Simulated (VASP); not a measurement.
# SrCd (Pm-3m) in VASP: notebook, part 2 of 2

VASP 6.6.1.

## 4. Electric field gradients, LDA (volume scaled by 1.06)

INCAR reads:

```
PREC = Accurate
ENCUT = 520
EDIFF = 1E-8
ISMEAR = -1
SIGMA = 0.08
LREAL = False
LASPH = True
NELM = 80
ALGO = Normal
ISIF = 2
LWAVE = False
LCHARG = False
LEFG = True
NBANDS = 18
```

KPOINTS reads:

```
regular mesh
0
Gamma
  10 10 10
```

POSCAR reads:

```
SrCd
1.0
    4.0815101282      0.0000000000      0.0000000000
    0.0000000000      4.0815101282      0.0000000000
    0.0000000000      0.0000000000      4.0815101282
Sr Cd
1 1
Direct
    0.5000000000      0.5000000000      0.5000000000
    0.0000000000      0.0000000000      0.0000000000
```

Potentials or basis: VASP PAW LDA potentials, release 64 (Sr_sv, Cd).

On the command line:

```
$ cat potpaw_LDA.64/Sr_sv/POTCAR potpaw_LDA.64/Cd/POTCAR > POTCAR
$ mpirun -np 1 vasp_std > vasp.out
```

OUTCAR:

```text
PREC = Accurate
   ENCUT = 520
   EDIFF = 1E-8
   ISMEAR = -1
   LREAL = False
   LASPH = True
   NELM = 80
   ISIF = 2

 ion  position               nearest neighbor table
   1  0.500  0.500  0.500-   2 3.53   2 3.53   2 3.53   2 3.53   2 3.53   2 3.53   2 3.53   2 3.53

   2  0.000  0.000  0.000-   1 3.53   1 3.53   1 3.53   1 3.53   1 3.53   1 3.53   1 3.53   1 3.53

  LATTYP: Found a simple cubic cell.
 ALAT       =     4.0815101282

  Lattice vectors:

 A1 = (   4.0815101282,   0.0000000000,   0.0000000000)
 A2 = (   0.0000000000,   4.0815101282,   0.0000000000)
 A3 = (   0.0000000000,   0.0000000000,   4.0815101282)

Analysis of symmetry for initial positions (statically):
=====================================================================
 Subroutine PRICEL returns:
 Original cell was already a primitive cell.

 Routine SETGRP: Setting up the symmetry group for a
 simple cubic supercell.

 Subroutine GETGRP returns: Found 48 space group operations
 (whereof 48 operations were pure point group operations)
[... 691 lines left out ...]
     4.081510128  0.000000000  0.000000000     0.245007355  0.000000000  0.000000000
     0.000000000  4.081510128  0.000000000     0.000000000  0.245007355  0.000000000
     0.000000000  0.000000000  4.081510128     0.000000000  0.000000000  0.245007355

 POSITION                                       TOTAL-FORCE (eV/Angst)
 -----------------------------------------------------------------------------------
      2.04076      2.04076      2.04076         0.000000      0.000000      0.000000
      0.00000      0.00000      0.00000         0.000000      0.000000      0.000000
 -----------------------------------------------------------------------------------
    total drift:                                0.000000      0.000000     -0.000000

  FREE ENERGIE OF THE ION-ELECTRON SYSTEM (eV)
  ---------------------------------------------------
  free  energy   TOTEN  =        -4.0393922065 eV

  energy  without entropy=       -4.0120831374  energy(sigma->0) =       -4.02573767

 Electric field gradients (V/A^2)
---------------------------------------------------------------------
 ion       V_xx      V_yy      V_zz      V_xy      V_xz      V_yz
---------------------------------------------------------------------
   1       0.000     0.000     0.000     0.000    -0.000     0.000
   2      -0.000     0.000    -0.000     0.000     0.000    -0.000
---------------------------------------------------------------------

 Electric field gradients after diagonalization (V/A^2)
 (convention: |V_zz| > |V_xx| > |V_yy|)
----------------------------------------------------------------------
 ion       V_xx      V_yy      V_zz     asymmetry (V_yy - V_xx)/ V_zz
----------------------------------------------------------------------
   1       0.000     0.000     0.000      -0.470
   2      -0.000     0.000    -0.000      -1.426
----------------------------------------------------------------------

           NMR quadrupolar parameters

 Cq : quadrupolar parameter    Cq=e*Q*V_zz/h
 eta: asymmetry parameters     (V_yy - V_xx)/ V_zz
 Q  : nuclear electric quadrupole moment in mb (millibarn)
----------------------------------------------------------------------
 ion       Cq(MHz)       eta       Q (mb)
----------------------------------------------------------------------
   1       0.000      -0.470       1.000
   2      -0.000      -1.426       1.000
----------------------------------------------------------------------
```

OSZICAR:

```text
N       E                     dE             d eps       ncg     rms          rms(c)
DAV:   1     0.135686747319E+03    0.13569E+03   -0.11217E+04  2048   0.112E+03
DAV:   2     0.260949912894E+01   -0.13308E+03   -0.12916E+03  2190   0.285E+02
DAV:   3    -0.404054224009E+01   -0.66500E+01   -0.66087E+01  3434   0.548E+01
DAV:   4    -0.415248309428E+01   -0.11194E+00   -0.11169E+00  2382   0.505E+00
DAV:   5    -0.415440957529E+01   -0.19265E-02   -0.19262E-02  2826   0.490E-01    0.153E+01
DAV:   6    -0.404698089479E+01    0.10743E+00   -0.37479E-01  2210   0.492E+00    0.809E+00
DAV:   7    -0.404046614081E+01    0.65148E-02   -0.35351E-02  2332   0.145E+00    0.130E+00
DAV:   8    -0.403944268950E+01    0.10235E-02   -0.47487E-03  3022   0.657E-01    0.199E-01
DAV:   9    -0.403937900423E+01    0.63685E-04   -0.37849E-04  2886   0.113E-01    0.281E-02
DAV:  10    -0.403939008891E+01   -0.11085E-04   -0.41130E-05  3298   0.279E-02    0.147E-02
DAV:  11    -0.403939211677E+01   -0.20279E-05   -0.28413E-06  2420   0.108E-02    0.765E-03
DAV:  12    -0.403939222056E+01   -0.10379E-06   -0.23102E-07  2634   0.308E-03    0.237E-03
DAV:  13    -0.403939220614E+01    0.14420E-07   -0.57129E-08  3410   0.108E-03    0.543E-04
DAV:  14    -0.403939220653E+01   -0.39427E-09   -0.11038E-09  1292   0.204E-04
   1 F= -.40393922E+01 E0= -.40257377E+01  d E =-.273091E-01
```

stdout:

```text
POSCAR found type information on POSCAR SrCd
 POSCAR found :  2 types and       2 ions
 scaLAPACK will be used
 LDA part: xc-table for (Slater(with rela. corr.)+CA(PZ))
 , standard interpolation
 POSCAR, INCAR and KPOINTS ok, starting setup
 FFT: planning ... GRIDC
 FFT: planning ... GRID_SOFT
 FFT: planning ... GRID
 WAVECAR not read
 entering main loop
ion   1

ion   2
```

It took 24 s on 1 thread of AMD EPYC 9R45 (Zen 5), shared host; peak memory 0.17 GiB.

What came out:

* Free energy: -4.0394 eV
* Pressure: -3.1 GPa
* Band gap on the k mesh: zero (band 11 reaches 3.13 eV, above the bottom of band 12 at 1.13 eV)

Caveat: without QUAD_EFG the Cq values of the log hold for a quadrupole moment of 1 mb, not for the nuclei.
